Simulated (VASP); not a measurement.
Here is a VASP 6.6.1 calculation.

Contents of POSCAR:

```
AlN
1.0
    3.0434738886      0.0000000000      0.0000000000
   -1.5217369443      2.6357257033      0.0000000000
    0.0000000000      0.0000000000      4.8649637742
Al N
2 2
Direct
    0.6666666667      0.3333333333      0.4988603837
    0.3333333333      0.6666666667      0.9988603837
    0.6666666667      0.3333333333      0.8811396163
    0.3333333333      0.6666666667      0.3811396163
```

The input INCAR.step1:

```
ALGO = Normal ; EDIFF = 1E-4
ENCUT = 600 ; GGA = PE
ISMEAR = 0 ; LASPH = T
LCHARG = F ; LREAL = F
LWAVE = T ; NELM = 80
PREC = Accurate ; SIGMA = 0.02
```

Contents of INCAR.step2:

```
ALGO = Normal ; EDIFF = 1E-7
EDIFFG = -0.008 ; ENCUT = 600
IBRION = 2 ; ISIF = 3
ISMEAR = 0 ; ISTART = 1
LASPH = T ; LCHARG = F
LMIXTAU = T ; LREAL = F
LWAVE = F ; METAGGA = R2SCAN
NELM = 80 ; NSW = 70
PREC = Accurate ; PSTRESS = 150.0
SIGMA = 0.02
```

Contents of KPOINTS:

```
k-points
0
Gamma
  12 12 6
```

Potentials or basis: VASP PAW PBE potentials, release 64 (Al, N).

Run with:

```sh
$ cat potpaw_PBE.64/Al/POTCAR potpaw_PBE.64/N/POTCAR > POTCAR
$ cp INCAR.step1 INCAR
$ mpirun -np 1 vasp_std > vasp.out
$ cp INCAR.step2 INCAR
$ mpirun -np 1 vasp_std > vasp.out
```

(1) What does it give for the band gap on the k mesh?

Results:

(1) 5.49 eV.

Caveat: the cell is relaxed towards a set pressure, so the run minimises the enthalpy, not the energy.
